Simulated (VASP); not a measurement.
# ZnS (I-4m2) in VASP: further runs, part 2 of 2

VASP 6.6.1. The steps go on from the part before.

## 3. Single point, r2SCAN (strain +0.030 along x and y, +0.015 along z)

POSCAR reads:

```
ZnS
1.0
    0.0000000000      2.7857895000      2.7452197500
    2.7857895000      0.0000000000      2.7452197500
    2.7857895000      2.7857895000      0.0000000000
Zn S
1 1
Direct
    0.0000000000      0.0000000000      0.0000000000
    0.7500000000      0.7500000000      0.7500000000
```

INCAR.step1 reads:

```
PREC = Accurate
ENCUT = 520
ISMEAR = 0
SIGMA = 0.05
LREAL = False
LASPH = True
NELM = 100
NBANDS = 16
GGA = PE
ALGO = Normal
EDIFF = 1E-4
LWAVE = True
LCHARG = False
```

INCAR.step2 reads:

```
PREC = Accurate
ENCUT = 520
EDIFF = 1E-7
ISMEAR = 0
SIGMA = 0.05
LREAL = False
LASPH = True
NELM = 100
ALGO = Normal
ISIF = 2
LWAVE = False
LCHARG = False
METAGGA = R2SCAN
LMIXTAU = True
NBANDS = 16
ISTART = 1
```

KPOINTS reads:

```
regular mesh
0
Gamma
  8 8 8
```

Potentials or basis: VASP PAW PBE potentials, release 64 (Zn, S).

Started as:

```sh
$ cat potpaw_PBE.64/Zn/POTCAR potpaw_PBE.64/S/POTCAR > POTCAR
$ cp INCAR.step1 INCAR
$ mpirun -np 1 vasp_std > vasp.out
$ cp INCAR.step2 INCAR
$ mpirun -np 1 vasp_std > vasp.out
```

OUTCAR:

```text
PREC = Accurate
   ENCUT = 520
   EDIFF = 1E-7
   ISMEAR = 0
   LREAL = False
   LASPH = True
   NELM = 100
   ISIF = 2
   METAGGA = R2SCAN
   ISTART = 1

 ion  position               nearest neighbor table
   1  0.000  0.000  0.000-   2 2.40   2 2.40   2 2.40   2 2.40
   2  0.750  0.750  0.750-   1 2.40   1 2.40   1 2.40   1 2.40

  LATTYP: Found a body centered tetragonal cell.
 ALAT       =     3.9397012928
 C/A-ratio  =     1.3936182192

  Lattice vectors:

 A1 = (   0.0000000000,  -2.7857895000,  -2.7452197500)
 A2 = (   0.0000000000,   2.7857895000,  -2.7452197500)
 A3 = (   2.7857895000,   0.0000000000,   2.7452197500)

Analysis of symmetry for initial positions (statically):
=====================================================================
 Subroutine PRICEL returns:
 Original cell was already a primitive cell.

 Routine SETGRP: Setting up the symmetry group for a
 body centered tetragonal supercell.

 Subroutine GETGRP returns: Found  8 space group operations
 (whereof  8 operations were pure point group operations)
 out of a pool of 16 trial point group operations.

The static configuration has the point symmetry D_2d.

Analysis of symmetry for dynamics (positions and initial velocities):
=====================================================================
 Subroutine PRICEL returns:
 Original cell was already a primitive cell.

 Routine SETGRP: Setting up the symmetry group for a
 body centered tetragonal supercell.

 Subroutine GETGRP returns: Found  8 space group operations
 (whereof  8 operations were pure point group operations)
 out of a pool of 16 trial point group operations.

The dynamic configuration has the point symmetry D_2d.

 Subroutine INISYM returns: Found  8 space group operations
 (whereof  8 operations are pure point group operations),
 and found     1 'primitive' translations

----------------------------------------------------------------------------------------

                                     Primitive cell

[... 105 lines left out ...]
   ISMEAR =     0;   SIGMA  =   0.05  broadening in eV -4-tet -1-fermi 0-gaus
   EFERMI_NEDOS =   21; number of points for ismear=-14 and -15
   IALGO  =     38    algorithm
   IMIX   =      4    mixing-type and parameters
     AMIX     =   0.40;   BMIX     =  1.00
     AMIX_MAG =   1.60;   BMIX_MAG =  1.00
  volume/ion in A,a.u.               =      21.30       143.77
  Fermi-wavevector in a.u.,A,eV,Ry     =   1.228375  2.321293 20.529913  1.508906
  Thomas-Fermi vector in A             =   2.363303
   LORBIT       =      0    0 simple, 1 ext, 2 COOP (PROOUT), +10 PAW based schemes
   METAGGA = R2SCAN    functional components
   LHFCALC =     F    Hartree Fock is set to
   AEXX    =    0.0000 exact exchange contribution
   IVDW    =     0    specifies the selected vdW correction
   LEPSILON=     F    determine dielectric tensor
   LRPA    =     F    only Hartree local field effects (RPA)
 non-spin polarized calculation
 Gauss-broadening in eV      SIGMA  =   0.05
  energy-cutoff  :      520.00
  volume of cell :       42.61
 maximum number of plane-waves:      1170
 NGX is ok and might be reduce to    30
   NGX = 15   NGY = 15   NGZ = 15

 number of electron      17.9999987 magnetization

 Free energy of the ion-electron system (eV)
  ---------------------------------------------------
  ext. energy  EPLUGINS =         0.00000000
  ---------------------------------------------------
  free energy    TOTEN  =       -18.80048254 eV

  energy without entropy =      -18.80048254  energy(sigma->0) =      -18.80048254

 E-fermi :   1.3861     XC(G=0):  -9.9006

 val. band max:        1.1732502239   @ k =   0.0000   0.0000   0.0000
 cond. band min:       3.4631293126   @ k =   0.0000   0.0000   0.0000
 fundamental gap:      2.2898790887
 Fermi energy:         1.3860501916

 k-point     1 :       0.0000    0.0000    0.0000
  band No.  band energies     occupation
      1     -12.0099      2.00000
      2      -5.0885      2.00000
      3      -5.0885      2.00000
      4      -5.0811      2.00000
      5      -4.6355      2.00000
      6      -4.6340      2.00000
[... 433 lines left out ...]
      3      -4.9656      2.00000
      4      -4.8738      2.00000
      5      -4.6337      2.00000
      6      -4.6086      2.00000
[... 8 lines left out ...]
     15      14.2616      0.00000
     16      14.5508      0.00000

 [... further k-points ...]
[... 5 lines left out ...]
  --------------------------------------------------------------------------------------
  -------------------------------------------------------------------------------------
  Total       -1.5268338     -1.5268338     -1.3617199      0.0000000      0.0000000      0.0000000
  in kB      -57.4114656    -57.4114656    -51.2029120      0.0000000      0.0000000      0.0000000
  external PRESSURE =     -55.3419478 kB  Pullay stress =       0.0000000 kB

 VOLUME and BASIS-vectors are now :
 -----------------------------------------------------------------------------
  energy-cutoff  :      520.00
  volume of cell :       42.61
      direct lattice vectors                 reciprocal lattice vectors
     0.000000000  2.785789500  2.745219750    -0.179482333  0.179482333  0.182134782
     2.785789500  0.000000000  2.745219750     0.179482333 -0.179482333  0.182134782
     2.785789500  2.785789500  0.000000000     0.179482333  0.179482333 -0.182134782

 POSITION                                       TOTAL-FORCE (eV/Angst)
 -----------------------------------------------------------------------------------
      0.00000      0.00000      0.00000        -0.000000     -0.000000     -0.000000
      4.17868      4.17868      4.11783         0.000000      0.000000      0.000000
 -----------------------------------------------------------------------------------
    total drift:                               -0.000008     -0.000008     -0.000037

  FREE ENERGIE OF THE ION-ELECTRON SYSTEM (eV)
  ---------------------------------------------------
  free  energy   TOTEN  =       -18.8004825426 eV

  energy  without entropy=      -18.8004825426  energy(sigma->0) =      -18.80048254
```

Run time: 5.2 min. Hardware: 1 thread of AMD EPYC 7R43 (Zen 3), shared host; peak memory 0.15 GiB.

What came out:

| Property | Result |
| --- | --- |
| Free energy | -18.8005 eV |
| Pressure | -5.5 GPa |
| Band gap on the k mesh | 2.29 eV, direct |

Levels at points of the mesh, in eV from the valence-band top:
```csv
k point,band 5,band 6,band 7,band 8,band 9,band 10,band 11,band 12,band 13,band 14
"(0.00, 0.00, 0.00)",-5.81,-5.81,-0.05,-0.05,0.00,2.29,6.91,6.92,6.92,12.02
"(0.50, 0.00, 0.00)",-5.78,-5.64,-4.92,-0.85,-0.77,3.61,7.34,7.46,9.06,12.43
"(0.50, 0.50, 0.00)",-5.74,-5.61,-4.28,-2.09,-2.09,3.81,4.34,11.26,12.23,12.23
"(0.50, 0.00, 0.50)",-5.75,-5.63,-4.37,-2.03,-2.00,3.88,4.48,11.10,12.18,12.31
```

Caveat: the cell differs from its parent crystal (strain +0.030 along x and y, +0.015 along z); the PAW data sets were made with another functional, which shifts forces and pressure a little.
